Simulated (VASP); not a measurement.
A run of VASP 6.6.1 is set up as follows.

File INCAR:

```
PREC = Accurate
ENCUT = 400
EDIFF = 1E-6
ISMEAR = -1
SIGMA = 0.02
LREAL = F
LASPH = T
NELM = 120
ALGO = Normal
ISIF = 2
LWAVE = F
LCHARG = T
LDIPOL = T
IDIPOL = 3
DIPOL = 0.5 0.5 0.327
GGA = PE
LELF = T
LVHAR = T
LVACPOTAV = T
NBANDS = 38
GGA_COMPAT = F
NELMDL = -8
```

Contents of KPOINTS:

```
regular mesh
0
Gamma
  6 6 1
```

File POSCAR:

```
Sb
1.0
    5.1294278169      0.0000000000      0.0000000000
    0.0000000000      4.2400752000      0.0000000000
    0.0000000000      0.0000000000     29.0216962420
Sb
4
Direct
    0.0594220751      0.0000000000      0.3752152672
    0.4405779249      0.5000000000      0.3752152672
    0.5594220751      0.5000000000      0.2794673482
    0.9405779249      0.0000000000      0.2794673482
```

Potentials or basis: VASP PAW PBE potentials, release 64 (Sb_d_GW).

Launch:

```sh
$ cat potpaw_PBE.64/Sb_d_GW/POTCAR > POTCAR
$ mpirun -np 1 vasp_std > vasp.out
```

Q: What does it give for the largest force?

A: 0.253 eV/Å.

Q: Estimate the ionisation potential of the upper face.

A: 4.22 eV.

Forces in eV/Å, atoms in the order of the input:
```
Sb  -0.200  0.000  0.154
Sb   0.200  0.000  0.154
Sb  -0.200  0.000 -0.154
Sb   0.200  0.000 -0.154
```
